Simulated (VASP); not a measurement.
Here is a VASP 6.6.1 calculation.

POSCAR

```
CdPtC6N6
1.0
    0.0000000000      5.4730500000      5.4730500000
    5.4730500000      0.0000000000      5.4730500000
    5.4730500000      5.4730500000      0.0000000000
Cd Pt C N
1 1 6 6
Direct
    0.5000000000      0.5000000000      0.5000000000
    0.0000000000      0.0000000000      0.0000000000
    0.8167187910      0.1832812090      0.8167187910
    0.8167187910      0.1832812090      0.1832812090
    0.1832812090      0.8167187910      0.1832812090
    0.1832812090      0.8167187910      0.8167187910
    0.8167187910      0.8167187910      0.1832812090
    0.1832812090      0.1832812090      0.8167187910
    0.7109900483      0.2890099517      0.7109900483
    0.7109900483      0.2890099517      0.2890099517
    0.2890099517      0.7109900483      0.2890099517
    0.2890099517      0.7109900483      0.7109900483
    0.7109900483      0.7109900483      0.2890099517
    0.2890099517      0.2890099517      0.7109900483
```

Contents of INCAR.step1:

```
SYSTEM = CdPtC6N6
  PREC = Accurate
  ENCUT = 520
  ISMEAR = -1
  SIGMA = 0.05
  LREAL = .False.
  LASPH = .True.
  NELM = 60
  NBANDS = 51
  GGA = PE
  ALGO = Normal
  EDIFF = 1E-4
  LWAVE = .True.
  LCHARG = .False.
```

The input INCAR.step2:

```
SYSTEM = CdPtC6N6
  PREC = Accurate
  ENCUT = 520
  EDIFF = 1E-8
  ISMEAR = -1
  SIGMA = 0.05
  LREAL = .False.
  LASPH = .True.
  NELM = 60
  ALGO = Normal
  ISIF = 2
  LWAVE = .False.
  LCHARG = .False.
  METAGGA = R2SCAN
  LMIXTAU = .True.
  LEFG = .True.
  NBANDS = 51
  ISTART = 1
```

File KPOINTS:

```
regular mesh
0
Gamma
  5 5 5
  0 0 0
```

Potentials or basis: VASP PAW PBE potentials, release 64 (Cd, Pt, C, N).

Run with:

```console
$ cat potpaw_PBE.64/Cd/POTCAR potpaw_PBE.64/Pt/POTCAR potpaw_PBE.64/C/POTCAR potpaw_PBE.64/N/POTCAR > POTCAR
$ cp INCAR.step1 INCAR
$ mpirun -np 1 vasp_std > vasp.out
$ cp INCAR.step2 INCAR
$ mpirun -np 1 vasp_std > vasp.out
```

(1) What does it give for the band gap on the k mesh?

(2) Estimate the largest force.

(3) Estimate the pressure.

Results:

(1) 5.70 eV (least direct gap 5.84 eV).

(2) 0.262 eV/Å.

(3) 0.4 GPa.

Caveat: without QUAD_EFG the Cq values of the log hold for a quadrupole moment of 1 mb, not for the nuclei; the PAW data sets were made with another functional, which shifts forces and pressure a little; spin-orbit coupling is left out, which moves the levels of the heavy elements; an odd mesh through Γ misses points on the zone boundary, where band edges can lie.
